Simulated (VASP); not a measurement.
# F (Pm-3m) in VASP: a series of runs, part 2 of 2

VASP 6.6.1. The steps go on from the part before.

## 3. Single point, LDA (volume scaled by 0.8)

Input file INCAR:

```
SYSTEM = F
  ALGO = Normal
  EDIFF = 1E-7
  ENCUT = 520
  GGA = CA
  ISIF = 2
  ISMEAR = -1
  LASPH = .True.
  LCHARG = .False.
  LREAL = .False.
  LWAVE = .False.
  NBANDS = 10
  NELM = 80
  PREC = Accurate
  SIGMA = 0.08
```

Input file KPOINTS:

```
k-points
0
Gamma
  17 17 17
  0 0 0
```

Input file POSCAR:

```
F
1.0
    1.9348504622      0.0000000000      0.0000000000
    0.0000000000      1.9348504622      0.0000000000
    0.0000000000      0.0000000000      1.9348504622
F
1
Direct
    0.0000000000      0.0000000000      0.0000000000
```

Potentials or basis: VASP PAW LDA potentials, release 64 (F).

Launch:

```bash
$ cat potpaw_LDA.64/F/POTCAR > POTCAR
$ mpirun -np 1 vasp_std > vasp.out
```

OUTCAR:

```text
SYSTEM = F
   EDIFF = 1E-7
   ENCUT = 520
   GGA = CA
   ISIF = 2
   ISMEAR = -1
   LASPH = .True.
   LREAL = .False.
   NELM = 80
   PREC = Accurate

 ion  position               nearest neighbor table
   1  0.000  0.000  0.000-

  LATTYP: Found a simple cubic cell.
 ALAT       =     1.9348504622

  Lattice vectors:

 A1 = (   1.9348504622,   0.0000000000,   0.0000000000)
 A2 = (   0.0000000000,   1.9348504622,   0.0000000000)
 A3 = (   0.0000000000,   0.0000000000,   1.9348504622)

Analysis of symmetry for initial positions (statically):
=====================================================================
 Subroutine PRICEL returns:
 Original cell was already a primitive cell.

 Routine SETGRP: Setting up the symmetry group for a
 simple cubic supercell.

 Subroutine GETGRP returns: Found 48 space group operations
 (whereof 48 operations were pure point group operations)
 out of a pool of 48 trial point group operations.

The static configuration has the point symmetry O_h .

Analysis of symmetry for dynamics (positions and initial velocities):
=====================================================================
 Subroutine PRICEL returns:
 Original cell was already a primitive cell.

 Routine SETGRP: Setting up the symmetry group for a
 simple cubic supercell.

 Subroutine GETGRP returns: Found 48 space group operations
 (whereof 48 operations were pure point group operations)
 out of a pool of 48 trial point group operations.

The dynamic configuration has the point symmetry O_h .

 Subroutine INISYM returns: Found 48 space group operations
 (whereof 48 operations are pure point group operations),
 and found     1 'primitive' translations

----------------------------------------------------------------------------------------

                                     Primitive cell

  volume of cell :       7.2434

  direct lattice vectors                    reciprocal lattice vectors
     1.934850462  0.000000000  0.000000000     0.516835807  0.000000000  0.000000000
     0.000000000  1.934850462  0.000000000     0.000000000  0.516835807  0.000000000
     0.000000000  0.000000000  1.934850462     0.000000000  0.000000000  0.516835807

  length of vectors
     1.934850462  1.934850462  1.934850462     0.516835807  0.516835807  0.516835807

  position of ions in fractional coordinates (direct lattice)
     0.000000000  0.000000000  0.000000000

  ion indices of the primitive-cell ions
   primitive index   ion index
                 1           1

----------------------------------------------------------------------------------------

 KPOINTS: k-points

Automatic generation of k-mesh.
 Grid dimensions read from file:
 generate k-points for:   17   17   17

 Generating k-lattice:

  Cartesian coordinates                     Fractional coordinates (reciprocal lattice)
     0.030402106  0.000000000  0.000000000     0.058823529  0.000000000  0.000000000
     0.000000000  0.030402106  0.000000000     0.000000000  0.058823529  0.000000000
     0.000000000  0.000000000  0.030402106     0.000000000  0.000000000  0.058823529

  Length of vectors
     0.030402106  0.030402106  0.030402106

  Shift w.r.t. Gamma in fractional coordinates (k-lattice)
     0.000000000  0.000000000  0.000000000

 Subroutine IBZKPT returns following result:
 ===========================================

 Found    165 irreducible k-points:

 Following reciprocal coordinates:
            Coordinates               Weight
  0.000000  0.000000  0.000000      1.000000
  0.058824  0.000000  0.000000      6.000000
  0.117647  0.000000  0.000000      6.000000
  0.176471  0.000000  0.000000      6.000000
  0.235294  0.000000  0.000000      6.000000
  0.294118  0.000000  0.000000      6.000000
[... 16 lines left out ...]
  0.411765  0.117647  0.000000     24.000000
  0.470588  0.117647  0.000000     24.000000
 [... further k-points ...]
   k-points           NKPTS =    165   k-points in BZ     NKDIM =    165   number of bands    NBANDS=     10
   number of dos      NEDOS =    301   number of ions     NIONS =      1
   total plane-waves  NPLWV =   2744
   dimension x,y,z NGX =    14 NGY =   14 NGZ =   14
   dimension x,y,z NGXF=    28 NGYF=   28 NGZF=   28
   ions per type =               1
   NGX,Y,Z   is equivalent  to a cutoff of  12.03, 12.03, 12.03 a.u.
   NGXF,Y,Z  is equivalent  to a cutoff of  24.06, 24.06, 24.06 a.u.
 SYSTEM =  F
   PREC   = accura    normal or accurate (medium, high low for compatibility)
   ISTART =      0    job   : 0-new  1-cont  2-samecut
   ICHARG =      2    charge: 1-file 2-atom 10-const
   ISPIN  =      1    spin polarized calculation?
   LNONCOLLINEAR =      F non collinear calculations
   LSORBIT =      F    spin-orbit coupling
   LASPH  =      T    aspherical Exc in radial PAW
   ENCUT  =  520.0 eV  38.22 Ry    6.18 a.u.   3.60  3.60  3.60*2*pi/ulx,y,z
   NELM   =     80;   NELMIN=  2; NELMDL= -5     # of ELM steps
   EDIFF  = 0.1E-06   stopping-criterion for ELM
   LREAL  =      F    real-space projection
   EDIFFG = 0.1E-05   stopping-criterion for IOM
   NSW    =      0    number of steps for IOM
   IBRION =     -1    ionic relax: 0-MD 1-quasi-New 2-CG
   NFREE  =      0    steps in history (QN), initial steepest desc. (CG)
   ISIF   =      2    stress and relaxation
   ISYM   =      2    0-nonsym 1-usesym 2-fastsym
   POTIM  = 0.5000    time-step for ionic-motion
   TEBEG  =    0.0;   TEEND  =   0.0 temperature during run
   PSTRESS=    0.0 pullay stress
   NELECT =       7.0000    total number of electrons
   NUPDOWN=      -1.0000    fix difference up-down
   EMIN   =  10.00;   EMAX   =-10.00  energy-range for DOS
   EFERMI =   0.00;   METHOD = LEGACY
   ISMEAR =    -1;   SIGMA  =   0.08  broadening in eV -4-tet -1-fermi 0-gaus
   EFERMI_NEDOS =   21; number of points for ismear=-14 and -15
   IALGO  =     38    algorithm
   IMIX   =      4    mixing-type and parameters
     AMIX     =   0.40;   BMIX     =  1.00
     AMIX_MAG =   1.60;   BMIX_MAG =  1.00
  volume/ion in A,a.u.               =       7.24        48.88
  Fermi-wavevector in a.u.,A,eV,Ry     =   1.618552  3.058621 35.643345  2.619712
  Thomas-Fermi vector in A             =   2.712797
   LORBIT       =      0    0 simple, 1 ext, 2 COOP (PROOUT), +10 PAW based schemes
   GGA     = CA    functional components
   LHFCALC =     F    Hartree Fock is set to
   AEXX    =    0.0000 exact exchange contribution
   IVDW    =     0    specifies the selected vdW correction
   LEPSILON=     F    determine dielectric tensor
   LRPA    =     F    only Hartree local field effects (RPA)
 non-spin polarized calculation
  energy-cutoff  :      520.00
  volume of cell :        7.24
 maximum number of plane-waves:       203
   NGX =  7   NGY =  7   NGZ =  7

 number of electron       7.0000011 magnetization

 Free energy of the ion-electron system (eV)
  ---------------------------------------------------
  ext. energy  EPLUGINS =         0.00000000
  ---------------------------------------------------
  free energy    TOTEN  =        -1.38977127 eV

  energy without entropy =       -1.36894047  energy(sigma->0) =       -1.37935587

 E-fermi :   0.8761     XC(G=0): -12.8717

 val. band max:        0.8718162674   @ k =   0.3529   0.2941   0.1176
 cond. band min:       0.8876248407   @ k =   0.2941   0.0588   0.0000
 fundamental gap:      0.0158085732
 Fermi energy:         0.8760929300

 k-point     1 :       0.0000    0.0000    0.0000
  band No.  band energies     occupation
      1     -24.6744      2.00000
      2       0.6472      1.89182
      3       0.6472      1.89182
      4       0.6472      1.89182
      5      15.6560      0.00000
      6      31.4520      0.00000
      7      31.4520      0.00000
      8      48.0885      0.00000
      9      48.0885      0.00000
     10      48.0885      0.00000

 k-point     2 :       0.0588    0.0000    0.0000
  band No.  band energies     occupation
      1     -24.6011      2.00000
      2       0.3200      1.99809
      3       0.6735      1.85269
      4       0.6735      1.85269
      5      15.8422      0.00000
      6      31.5066      0.00000
      7      31.5794      0.00000
      8      47.9123      0.00000
      9      47.9123      0.00000
     10      48.0339      0.00000
[... 274 lines left out ...]
 k-point    24 :       0.4706    0.1176    0.0000
  band No.  band energies     occupation
      1     -21.6256      2.00000
      2      -7.3075      2.00000
      3       0.5268      1.97491
      4       1.5515      0.00043
      5      21.5074      0.00000
      6      27.1368      0.00000
      7      37.7806      0.00000
      8      39.1079      0.00000
      9      43.3091      0.00000
     10      51.1333      0.00000

 [... further k-points ...]

------------------------ aborting loop because EDIFF is reached ----------------------------------------

  FORCE on cell =-STRESS in cart. coord.  units (eV):
  Direction    XX          YY          ZZ          XY          YZ          ZX
  --------------------------------------------------------------------------------------
  -------------------------------------------------------------------------------------
  Total        1.8689526      1.8689526      1.8689526     -0.0000000     -0.0000000     -0.0000000
  in kB      413.3963644    413.3963644    413.3963644     -0.0000000     -0.0000000     -0.0000000
  external PRESSURE =     413.3963644 kB  Pullay stress =       0.0000000 kB

 VOLUME and BASIS-vectors are now :
 -----------------------------------------------------------------------------
  energy-cutoff  :      520.00
  volume of cell :        7.24
      direct lattice vectors                 reciprocal lattice vectors
     1.934850462  0.000000000  0.000000000     0.516835807  0.000000000  0.000000000
     0.000000000  1.934850462  0.000000000     0.000000000  0.516835807  0.000000000
     0.000000000  0.000000000  1.934850462     0.000000000  0.000000000  0.516835807

 POSITION                                       TOTAL-FORCE (eV/Angst)
 -----------------------------------------------------------------------------------
      0.00000      0.00000      0.00000         0.000000      0.000000      0.000000
 -----------------------------------------------------------------------------------
    total drift:                               -0.000000     -0.000000     -0.000000

  FREE ENERGIE OF THE ION-ELECTRON SYSTEM (eV)
  ---------------------------------------------------
  free  energy   TOTEN  =        -1.3897712745 eV

  energy  without entropy=       -1.3689404724  energy(sigma->0) =       -1.37935587
```

OSZICAR:

```text
N       E                     dE             d eps       ncg     rms          rms(c)
DAV:   1     0.139880902631E+02    0.13988E+02   -0.39301E+03  3626   0.630E+02
DAV:   2    -0.127580524736E+01   -0.15264E+02   -0.14751E+02  3672   0.126E+02
DAV:   3    -0.139516167773E+01   -0.11936E+00   -0.11852E+00  3850   0.864E+00
DAV:   4    -0.139522553377E+01   -0.63856E-04   -0.63856E-04  3574   0.258E-01
DAV:   5    -0.139522558597E+01   -0.52201E-07   -0.52257E-07  3660   0.663E-03    0.615E-01
DAV:   6    -0.139005884824E+01    0.51667E-02   -0.13364E-02  3466   0.930E-01    0.236E-01
DAV:   7    -0.138975165695E+01    0.30719E-03   -0.21392E-03  3512   0.376E-01    0.827E-02
DAV:   8    -0.138977093369E+01   -0.19277E-04   -0.21968E-05  3590   0.502E-02    0.445E-03
DAV:   9    -0.138977115591E+01   -0.22222E-06   -0.14225E-07  3666   0.333E-03    0.251E-03
DAV:  10    -0.138977127455E+01   -0.11864E-06   -0.29210E-08  3440   0.144E-03    0.119E-04
DAV:  11    -0.138977127453E+01    0.20577E-10   -0.60378E-10  1784   0.209E-04
   1 F= -.13897713E+01 E0= -.13793559E+01  d E =-.208308E-01
```

Wall time 2.1 s (1 thread of Intel Xeon 6975P-C (Granite Rapids), shared host); peak memory 0.11 GiB.

What came out:

* Free energy: -1.3898 eV
* Pressure: 41.3 GPa

Levels at points of the mesh, in eV from the Fermi level:
| k point | band 1 | band 2 | band 3 | band 4 | band 5 | band 6 | band 7 | band 8 |
| --- | --- | --- | --- | --- | --- | --- | --- | --- |
| (0.00, 0.00, 0.00) | -25.55 | -0.23 | -0.23 | -0.23 | 14.78 | 30.58 | 30.58 | 47.21 |

Caveat: an odd number of electrons without spin polarisation forces a metal; a magnetic or distorted state may lie lower.

## 4. Single point, LDA (volume scaled by 0.9)

Input file INCAR:

```
ALGO     = Normal         # electronic algorithm
EDIFF    = 1E-6           # SCF threshold, eV
ENCUT    = 520            # plane-wave cutoff, eV
ISIF     = 2              # what is computed and relaxed
ISMEAR   = -1             # smearing method
LASPH    = True           # aspherical terms in the spheres
LCHARG   = False          # write CHGCAR
LREAL    = False          # projectors in reciprocal space
LWAVE    = False          # write WAVECAR
NBANDS   = 10             # bands
NELM     = 80             # most SCF steps
PREC     = Accurate       # precision mode
SIGMA    = 0.08           # smearing width, eV
```

Input file KPOINTS:

```
k-points
0
Gamma
  17 17 17
```

Input file POSCAR:

```
F
1.0
    2.0123255733      0.0000000000      0.0000000000
    0.0000000000      2.0123255733      0.0000000000
    0.0000000000      0.0000000000      2.0123255733
F
1
Direct
    0.0000000000      0.0000000000      0.0000000000
```

Potentials or basis: VASP PAW LDA potentials, release 64 (F).

Launch:

```bash
$ cat potpaw_LDA.64/F/POTCAR > POTCAR
$ mpirun -np 1 vasp_std > vasp.out
```

OUTCAR:

```text
EDIFF = 1E-6
   ENCUT = 520
   ISIF = 2
   ISMEAR = -1
   LASPH = True
   LREAL = False
   NELM = 80
   PREC = Accurate

 ion  position               nearest neighbor table
   1  0.000  0.000  0.000-

  LATTYP: Found a simple cubic cell.
 ALAT       =     2.0123255733

  Lattice vectors:

 A1 = (   2.0123255733,   0.0000000000,   0.0000000000)
 A2 = (   0.0000000000,   2.0123255733,   0.0000000000)
 A3 = (   0.0000000000,   0.0000000000,   2.0123255733)

Analysis of symmetry for initial positions (statically):
=====================================================================
 Subroutine PRICEL returns:
 Original cell was already a primitive cell.

 Routine SETGRP: Setting up the symmetry group for a
 simple cubic supercell.

 Subroutine GETGRP returns: Found 48 space group operations
 (whereof 48 operations were pure point group operations)
 out of a pool of 48 trial point group operations.

The static configuration has the point symmetry O_h .

[... 161 lines left out ...]
 cond. band min:      -0.7348861788   @ k =   0.1765   0.0000   0.0000
 fundamental gap:      0.0135179975
 Fermi energy:        -0.7382052989

 k-point     1 :       0.0000    0.0000    0.0000
  band No.  band energies     occupation
      1     -24.9483      2.00000
      2      -0.9178      1.80847
      3      -0.9178      1.80847
      4      -0.9178      1.80847
      5      13.0061      0.00000
      6      29.0111      0.00000
      7      29.0111      0.00000
      8      43.8251      0.00000
      9      43.8251      0.00000
     10      43.8251      0.00000
[... 287 lines left out ...]
 k-point    24 :       0.4706    0.1176    0.0000
  band No.  band energies     occupation
      1     -22.5054      2.00000
      2      -7.6617      2.00000
      3      -1.0423      1.95627
      4      -0.1677      0.00160
      5      18.9741      0.00000
      6      23.8302      0.00000
      7      34.7252      0.00000
      8      35.9790      0.00000
      9      39.9507      0.00000
     10      47.0440      0.00000

 [... further k-points ...]

------------------------ aborting loop because EDIFF is reached ----------------------------------------

  FORCE on cell =-STRESS in cart. coord.  units (eV):
  Direction    XX          YY          ZZ          XY          YZ          ZX
  --------------------------------------------------------------------------------------
  -------------------------------------------------------------------------------------
  Total        0.7139236      0.7139236      0.7139236     -0.0000000     -0.0000000      0.0000000
  in kB      140.3678347    140.3678347    140.3678347     -0.0000000     -0.0000000      0.0000000
  external PRESSURE =     140.3678347 kB  Pullay stress =       0.0000000 kB

 VOLUME and BASIS-vectors are now :
 -----------------------------------------------------------------------------
  energy-cutoff  :      520.00
  volume of cell :        8.15
      direct lattice vectors                 reciprocal lattice vectors
     2.012325573  0.000000000  0.000000000     0.496937480  0.000000000  0.000000000
     0.000000000  2.012325573  0.000000000     0.000000000  0.496937480  0.000000000
     0.000000000  0.000000000  2.012325573     0.000000000  0.000000000  0.496937480

 POSITION                                       TOTAL-FORCE (eV/Angst)
 -----------------------------------------------------------------------------------
      0.00000      0.00000      0.00000         0.000000      0.000000      0.000000
 -----------------------------------------------------------------------------------
    total drift:                               -0.000000      0.000000      0.000000

  FREE ENERGIE OF THE ION-ELECTRON SYSTEM (eV)
  ---------------------------------------------------
  free  energy   TOTEN  =        -1.5435748304 eV

  energy  without entropy=       -1.5185621532  energy(sigma->0) =       -1.53106849
```

stdout:

```text
POSCAR found type information on POSCAR F
 POSCAR found :  1 types and       1 ions
 scaLAPACK will be used
 LDA part: xc-table for (Slater(with rela. corr.)+CA(PZ))
 , standard interpolation
 POSCAR, INCAR and KPOINTS ok, starting setup
 FFT: planning ... GRIDC
 FFT: planning ... GRID_SOFT
 FFT: planning ... GRID
 WAVECAR not read
 entering main loop
```

Run time: 3 s. Hardware: 1 thread of Intel Xeon 6975P-C (Granite Rapids), shared host; peak memory 0.11 GiB.

What came out:

- Free energy: -1.5436 eV
- Pressure: 14.0 GPa

Caveat: an odd number of electrons without spin polarisation forces a metal; a magnetic or distorted state may lie lower.
